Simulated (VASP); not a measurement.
# SiNi3 (Pm-3m) in VASP: further runs

The runs below take SiNi3 through single point, with PBEsol, PBE.

All numbers are computed with VASP 6.6.1; they aren't measurements. Logs are shortened: lines on timing, memory, paths and dates and some standing lists are left out, and cuts for length are marked.

### Step 1. The cell of the first run

Symmetry: Pm-3m, No. 221, cubic system. The conventional cell has a = 3.542 Å, b = 3.542 Å, c = 3.542 Å, α = 90.00°, β = 90.00°, γ = 90.00°. Within 3.3 Å of Ni (site symmetry 4/mmm) lie 8 Ni at 2.50 Å and 4 Si at 2.50 Å. Within 3.3 Å of Si (site symmetry m-3m) lie 12 Ni at 2.50 Å.

### Step 2. Single point, PBEsol, collinear spin, ferromagnetic start

File INCAR:

```
  PREC = Accurate
  ENCUT = 520
  EDIFF = 1E-7
  ISMEAR = -1
  SIGMA = 0.05
  LREAL = F
  LASPH = T
  NELM = 150
  ALGO = Normal
  ISIF = 2
  LWAVE = F
  LCHARG = F
  ISPIN = 2
  MAGMOM = 1.26667 1.26667 1.26667 0
  LORBIT = 11
  NUPDOWN = 3.8
  LMAXMIX = 4
  GGA = PS
  NBANDS = 29
```

File KPOINTS:

```
regular mesh
0
Gamma
  6 6 6
```

File POSCAR:

```
SiNi3
1.0
    3.5420000000      0.0000000000      0.0000000000
    0.0000000000      3.5420000000      0.0000000000
    0.0000000000      0.0000000000      3.5420000000
Ni Si
3 1
Direct
    0.5000000000      0.5000000000      0.0000000000
    0.5000000000      0.0000000000      0.5000000000
    0.0000000000      0.5000000000      0.5000000000
    0.0000000000      0.0000000000      0.0000000000
```

Potentials or basis: VASP PAW PBE potentials, release 64 (Ni, Si).

Started as:

```sh
$ cat potpaw_PBE.64/Ni/POTCAR potpaw_PBE.64/Si/POTCAR > POTCAR
$ mpirun -np 1 vasp_std > vasp.out
```

OUTCAR:

```text
PREC = Accurate
   ENCUT = 520
   EDIFF = 1E-7
   ISMEAR = -1
   LREAL = F
   LASPH = T
   NELM = 150
   ISIF = 2
   ISPIN = 2
   LORBIT = 11
   NUPDOWN = 3.8
   GGA = PS

 ion  position               nearest neighbor table
   1  0.500  0.500  0.000-   2 2.50   3 2.50   4 2.50   2 2.50   3 2.50   2 2.50   4 2.50   2 2.50
                             3 2.50   4 2.50   3 2.50   4 2.50
   2  0.500  0.000  0.500-   1 2.50   3 2.50   4 2.50   1 2.50   4 2.50   1 2.50   3 2.50   1 2.50
                             3 2.50   4 2.50   4 2.50   3 2.50
   3  0.000  0.500  0.500-   1 2.50   2 2.50   4 2.50   1 2.50   4 2.50   2 2.50   4 2.50   4 2.50
                             1 2.50   2 2.50   1 2.50   2 2.50
   4  0.000  0.000  0.000-   1 2.50   2 2.50   3 2.50   2 2.50   3 2.50   1 2.50   3 2.50   3 2.50
                             1 2.50   2 2.50   2 2.50   1 2.50

  LATTYP: Found a simple cubic cell.
 ALAT       =     3.5420000000

  Lattice vectors:

 A1 = (   3.5420000000,   0.0000000000,   0.0000000000)
 A2 = (   0.0000000000,   3.5420000000,   0.0000000000)
 A3 = (   0.0000000000,   0.0000000000,   3.5420000000)

Analysis of symmetry for initial positions (statically):
=====================================================================
 Subroutine PRICEL returns:
 Original cell was already a primitive cell.

 Routine SETGRP: Setting up the symmetry group for a
 simple cubic supercell.

 Subroutine GETGRP returns: Found 48 space group operations
 (whereof 48 operations were pure point group operations)
 out of a pool of 48 trial point group operations.

The static configuration has the point symmetry O_h .

Analysis of symmetry for dynamics (positions and initial velocities):
=====================================================================
 Subroutine PRICEL returns:
 Original cell was already a primitive cell.

 Routine SETGRP: Setting up the symmetry group for a
 simple cubic supercell.

 Subroutine GETGRP returns: Found 48 space group operations
 (whereof 48 operations were pure point group operations)
 out of a pool of 48 trial point group operations.

The dynamic configuration has the point symmetry O_h .

Analysis of structural, dynamic, and magnetic symmetry:
=====================================================================
 Subroutine PRICEL returns:
 Original cell was already a primitive cell.

 Routine SETGRP: Setting up the symmetry group for a
 simple cubic supercell.

 Subroutine GETGRP returns: Found 48 space group operations
 (whereof 48 operations were pure point group operations)
 out of a pool of 48 trial point group operations.

The overall configuration has the point symmetry O_h .

 Subroutine INISYM returns: Found 48 space group operations
 (whereof 48 operations are pure point group operations),
 and found     1 'primitive' translations

----------------------------------------------------------------------------------------

                                     Primitive cell

  volume of cell :      44.4371

  direct lattice vectors                    reciprocal lattice vectors
     3.542000000  0.000000000  0.000000000     0.282326369  0.000000000  0.000000000
     0.000000000  3.542000000  0.000000000     0.000000000  0.282326369  0.000000000
     0.000000000  0.000000000  3.542000000     0.000000000  0.000000000  0.282326369

  length of vectors
     3.542000000  3.542000000  3.542000000     0.282326369  0.282326369  0.282326369

  position of ions in fractional coordinates (direct lattice)
     0.500000000  0.500000000  0.000000000
     0.500000000  0.000000000  0.500000000
     0.000000000  0.500000000  0.500000000
     0.000000000  0.000000000  0.000000000

  ion indices of the primitive-cell ions
   primitive index   ion index
                 1           1
                 2           2
                 3           3
                 4           4

----------------------------------------------------------------------------------------

 KPOINTS: regular mesh

Automatic generation of k-mesh.
 Grid dimensions read from file:
 generate k-points for:    6    6    6

 Generating k-lattice:

  Cartesian coordinates                     Fractional coordinates (reciprocal lattice)
     0.047054395  0.000000000  0.000000000     0.166666667  0.000000000  0.000000000
     0.000000000  0.047054395  0.000000000     0.000000000  0.166666667  0.000000000
     0.000000000  0.000000000  0.047054395     0.000000000  0.000000000  0.166666667

  Length of vectors
     0.047054395  0.047054395  0.047054395

  Shift w.r.t. Gamma in fractional coordinates (k-lattice)
     0.000000000  0.000000000  0.000000000

 Subroutine IBZKPT returns following result:
 ===========================================

 Found     20 irreducible k-points:

 Following reciprocal coordinates:
            Coordinates               Weight
  0.000000  0.000000  0.000000      1.000000
  0.166667  0.000000  0.000000      6.000000
  0.333333  0.000000  0.000000      6.000000
  0.500000  0.000000  0.000000      3.000000
  0.166667  0.166667  0.000000     12.000000
  0.333333  0.166667  0.000000     24.000000
[... 12 lines left out ...]
  0.500000  0.500000  0.333333      6.000000
  0.500000  0.500000  0.500000      1.000000
   k-points           NKPTS =     20   k-points in BZ     NKDIM =     20   number of bands    NBANDS=     29
   number of dos      NEDOS =    301   number of ions     NIONS =      4
   total plane-waves  NPLWV =  21952
   dimension x,y,z NGX =    28 NGY =   28 NGZ =   28
   dimension x,y,z NGXF=    56 NGYF=   56 NGZF=   56
   ions per type =               3   1
   NGX,Y,Z   is equivalent  to a cutoff of  13.14, 13.14, 13.14 a.u.
   NGXF,Y,Z  is equivalent  to a cutoff of  26.28, 26.28, 26.28 a.u.
 SYSTEM =  unknown system
   PREC   = accura    normal or accurate (medium, high low for compatibility)
   ISTART =      0    job   : 0-new  1-cont  2-samecut
   ICHARG =      2    charge: 1-file 2-atom 10-const
   ISPIN  =      2    spin polarized calculation?
   LNONCOLLINEAR =      F non collinear calculations
   LSORBIT =      F    spin-orbit coupling
   LASPH  =      T    aspherical Exc in radial PAW
   ENCUT  =  520.0 eV  38.22 Ry    6.18 a.u.   6.59  6.59  6.59*2*pi/ulx,y,z
   NELM   =    150;   NELMIN=  2; NELMDL= -5     # of ELM steps
   EDIFF  = 0.1E-06   stopping-criterion for ELM
   LREAL  =      F    real-space projection
   EDIFFG = 0.1E-05   stopping-criterion for IOM
   NSW    =      0    number of steps for IOM
   IBRION =     -1    ionic relax: 0-MD 1-quasi-New 2-CG
   NFREE  =      0    steps in history (QN), initial steepest desc. (CG)
   ISIF   =      2    stress and relaxation
   ISYM   =      2    0-nonsym 1-usesym 2-fastsym
   POTIM  = 0.5000    time-step for ionic-motion
   TEBEG  =    0.0;   TEEND  =   0.0 temperature during run
   PSTRESS=    0.0 pullay stress
   NELECT =      34.0000    total number of electrons
   NUPDOWN=       3.8000    fix difference up-down
   EMIN   =  10.00;   EMAX   =-10.00  energy-range for DOS
   EFERMI =   0.00;   METHOD = LEGACY
   ISMEAR =    -1;   SIGMA  =   0.05  broadening in eV -4-tet -1-fermi 0-gaus
   EFERMI_NEDOS =   21; number of points for ismear=-14 and -15
   IALGO  =     38    algorithm
   IMIX   =      4    mixing-type and parameters
     AMIX     =   0.40;   BMIX     =  1.00
     AMIX_MAG =   1.60;   BMIX_MAG =  1.00
  volume/ion in A,a.u.               =      11.11        74.97
  Fermi-wavevector in a.u.,A,eV,Ry     =   1.497336  2.829555 30.504465  2.242015
  Thomas-Fermi vector in A             =   2.609237
   LORBIT       =     11    0 simple, 1 ext, 2 COOP (PROOUT), +10 PAW based schemes
   GGA     = PS    functional components
   LHFCALC =     F    Hartree Fock is set to
   AEXX    =    0.0000 exact exchange contribution
   IVDW    =     0    specifies the selected vdW correction
   LEPSILON=     F    determine dielectric tensor
   LRPA    =     F    only Hartree local field effects (RPA)
 spin polarized calculation
  energy-cutoff  :      520.00
  volume of cell :       44.44
 maximum number of plane-waves:      1222
 NGX is ok and might be reduce to    28
   NGX = 13   NGY = 13   NGZ = 13

 number of electron      33.9999988 magnetization       3.7999998

 Free energy of the ion-electron system (eV)
  ---------------------------------------------------
  ext. energy  EPLUGINS =         0.00000000
  ---------------------------------------------------
  free energy    TOTEN  =       -24.10163026 eV

  energy without entropy =      -24.06482308  energy(sigma->0) =      -24.08322667

 E-fermi :   9.4510     XC(G=0): -13.0882

 val. band max:       12.1216547633   @ k =   0.5000   0.1667   0.1667
 cond. band min:       9.4793769449   @ k =   0.1667   0.0000   0.0000
 fundamental gap:     -2.6422778184
 Fermi energy:        12.2101867230

 spin component 1

 k-point     1 :       0.0000    0.0000    0.0000
  band No.  band energies     occupation
      1      -1.6805      1.00000
      2       4.7015      1.00000
      3       5.5275      1.00000
      4       5.5275      1.00000
      5       5.8095      1.00000
      6       5.8095      1.00000
[... 21 lines left out ...]
     28      23.6089      0.00000
     29      23.6740      0.00000

 k-point     2 :       0.1667    0.0000    0.0000
  band No.  band energies     occupation
      1      -1.3623      1.00000
      2       4.7159      1.00000
      3       5.2528      1.00000
      4       5.7298      1.00000
      5       5.8337      1.00000
      6       5.8337      1.00000
[... 21 lines left out ...]
     28      22.4030      0.00000
     29      23.6584      0.00000

 k-point     3 :       0.3333    0.0000    0.0000
  band No.  band energies     occupation
      1      -0.4723      1.00000
      2       3.5097      1.00000
      3       5.4027      1.00000
      4       5.8633      1.00000
      5       5.8633      1.00000
      6       6.0586      1.00000
[... 509 lines left out ...]
      4       5.3613      1.00000
      5       6.1675      1.00000
      6       6.3941      1.00000
[... 21 lines left out ...]
     28      28.2136      0.00000
     29      28.3514      0.00000

 k-point    20 :       0.5000    0.5000    0.5000
  band No.  band energies     occupation
      1       1.9911      1.00000
      2       5.2399      1.00000
      3       5.2399      1.00000
      4       5.2399      1.00000
      5       6.4316      1.00000
      6       6.4316      1.00000
[... 21 lines left out ...]
     28      26.6311      0.00000
     29      30.9808      0.00000
 Fermi energy:         9.4509790635

 spin component 2

 k-point     1 :       0.0000    0.0000    0.0000
  band No.  band energies     occupation
      1      -1.2808      1.00000
      2       5.3192      1.00000
      3       6.3672      1.00000
      4       6.3672      1.00000
      5       6.8044      1.00000
      6       6.8044      1.00000
[... 21 lines left out ...]
     28      23.9669      0.00000
     29      24.2934      0.00000

 k-point     2 :       0.1667    0.0000    0.0000
  band No.  band energies     occupation
      1      -0.9599      1.00000
      2       5.2942      1.00000
      3       5.9884      1.00000
      4       6.5858      1.00000
      5       6.7909      1.00000
      6       6.7909      1.00000
[... 21 lines left out ...]
     28      22.8183      0.00000
     29      24.2621      0.00000

 k-point     3 :       0.3333    0.0000    0.0000
  band No.  band energies     occupation
      1      -0.0580      1.00000
      2       3.9405      1.00000
      3       6.0985      1.00000
      4       6.7230      1.00000
      5       6.7230      1.00000
      6       7.1040      1.00000
[... 510 lines left out ...]
      5       6.7035      1.00000
      6       7.1542      1.00000
[... 21 lines left out ...]
     28      28.6195      0.00000
     29      28.7591      0.00000

 k-point    20 :       0.5000    0.5000    0.5000
  band No.  band energies     occupation
      1       2.5817      1.00000
      2       6.0423      1.00000
      3       6.0423      1.00000
      4       6.0423      1.00000
      5       6.8285      1.00000
      6       6.8285      1.00000
[... 21 lines left out ...]
     28      27.0779      0.00000
     29      31.2429      0.00000

------------------------ aborting loop because EDIFF is reached ----------------------------------------

  FORCE on cell =-STRESS in cart. coord.  units (eV):
  Direction    XX          YY          ZZ          XY          YZ          ZX
  --------------------------------------------------------------------------------------
  -------------------------------------------------------------------------------------
  Total       -0.2785838     -0.2785838     -0.2785838      0.0000000     -0.0000000     -0.0000000
  in kB      -10.0443257    -10.0443257    -10.0443257      0.0000000     -0.0000000     -0.0000000
  external PRESSURE =     -10.0443257 kB  Pullay stress =       0.0000000 kB

 VOLUME and BASIS-vectors are now :
 -----------------------------------------------------------------------------
  energy-cutoff  :      520.00
  volume of cell :       44.44
      direct lattice vectors                 reciprocal lattice vectors
     3.542000000  0.000000000  0.000000000     0.282326369  0.000000000  0.000000000
     0.000000000  3.542000000  0.000000000     0.000000000  0.282326369  0.000000000
     0.000000000  0.000000000  3.542000000     0.000000000  0.000000000  0.282326369

 POSITION                                       TOTAL-FORCE (eV/Angst)
 -----------------------------------------------------------------------------------
      1.77100      1.77100      0.00000         0.000000      0.000000      0.000000
      1.77100      0.00000      1.77100         0.000000      0.000000      0.000000
      0.00000      1.77100      1.77100         0.000000      0.000000      0.000000
      0.00000      0.00000      0.00000         0.000000      0.000000      0.000000
 -----------------------------------------------------------------------------------
    total drift:                                0.000000      0.000000      0.000000

  FREE ENERGIE OF THE ION-ELECTRON SYSTEM (eV)
  ---------------------------------------------------
  free  energy   TOTEN  =       -24.1016302586 eV

  energy  without entropy=      -24.0648230766  energy(sigma->0) =      -24.08322667

 total charge

# of ion       s       p       d       tot
------------------------------------------
    1        0.492   0.579   8.293   9.364
    2        0.492   0.579   8.293   9.364
    3        0.492   0.579   8.293   9.364
    4        0.725   0.871   0.000   1.597
--------------------------------------------------
tot          2.200   2.609  24.879  29.688

 magnetization (x)

# of ion       s       p       d       tot
------------------------------------------
    1        0.018   0.068   1.007   1.093
    2        0.018   0.068   1.007   1.093
    3        0.018   0.068   1.007   1.093
    4        0.061   0.162   0.000   0.223
--------------------------------------------------
tot          0.115   0.366   3.020   3.502
```

Wall time 29 s (1 thread of Intel Xeon 6975P-C (Granite Rapids), shared host); peak memory 0.19 GiB.

What came out:

```yaml
Free_energy: -24.1016 eV
Pressure: -1.0 GPa
Net_moment: 3.80 μB per cell
Site_moments: Ni +1.09; Si +0.22 μB
Valence_electrons_inside_the_program's_atomic_spheres: Ni 9.36; Si 1.60
```

Caveat: the PAW data sets were made with another functional, which shifts forces and pressure a little; the total moment is fixed, so each spin has its own Fermi level.

### Step 3. Single point, PBEsol, collinear spin, ferromagnetic start

File INCAR:

```
SYSTEM = SiNi3
PREC = Accurate ; ENCUT = 520
EDIFF = 1E-6 ; ISMEAR = -1
SIGMA = 0.05 ; LREAL = .False.
LASPH = .True. ; NELM = 150
ALGO = Normal ; ISIF = 2
LWAVE = .False. ; LCHARG = .False.
ISPIN = 2 ; MAGMOM = 1.5 1.5 1.5 0
LORBIT = 11 ; NUPDOWN = 4.5
LMAXMIX = 4 ; GGA = PS
NBANDS = 29
```

File KPOINTS:

```
Automatic mesh
0
Gamma
  6 6 6
  0 0 0
```

POSCAR is that of step 2.

Potentials or basis: VASP PAW PBE potentials, release 64 (Ni, Si).

Started as:

```sh
$ cat potpaw_PBE.64/Ni/POTCAR potpaw_PBE.64/Si/POTCAR > POTCAR
$ mpirun -np 1 vasp_std > vasp.out
```

Wall time 26 s (1 thread of Intel Xeon 6975P-C (Granite Rapids), shared host); peak memory 0.18 GiB.

The run converged. Its results:

```
Free energy                                           : -23.0519 eV
Pressure                                              : 4.4 GPa
Net moment                                            : 4.50 μB per cell
Site moments                                          : Ni +1.26; Si +0.31 μB
Valence electrons inside the program's atomic spheres : Ni 9.35; Si 1.62
```

Caveat: the cell stands under pressure; the PAW data sets were made with another functional, which shifts forces and pressure a little; the total moment is fixed, so each spin has its own Fermi level.

### Step 4. Single point, PBEsol, collinear spin, ferromagnetic start

File INCAR:

```
  PREC = Accurate
  ENCUT = 520
  EDIFF = 1E-7
  ISMEAR = -1
  SIGMA = 0.05
  LREAL = False
  LASPH = True
  NELM = 150
  ALGO = Normal
  ISIF = 2
  LWAVE = False
  LCHARG = False
  ISPIN = 2
  MAGMOM = 2 2 2 0
  LORBIT = 11
  NUPDOWN = 6.0
  LMAXMIX = 4
  GGA = PS
  NBANDS = 29
```

File KPOINTS:

```
regular mesh
0
Gamma
  6 6 6
```

POSCAR is that of step 3.

Started as:

```sh
$ cat potpaw_PBE.64/Ni/POTCAR potpaw_PBE.64/Si/POTCAR > POTCAR
$ mpirun -np 1 vasp_std > vasp.out
```

Run time: 31 s. Hardware: 1 thread of Intel Xeon 6975P-C (Granite Rapids), shared host; peak memory 0.18 GiB.

It converged, with:

```yaml
Free_energy: -19.8304 eV
Pressure: 17.3 GPa
Net_moment: 6.00 μB per cell
Site_moments: Ni +1.62; Si +0.43 μB
Valence_electrons_inside_the_program's_atomic_spheres: Ni 9.31; Si 1.65
```

Caveat: the cell stands under pressure; the PAW data sets were made with another functional, which shifts forces and pressure a little; the total moment is fixed, so each spin has its own Fermi level.

[end of part 1 of 2]
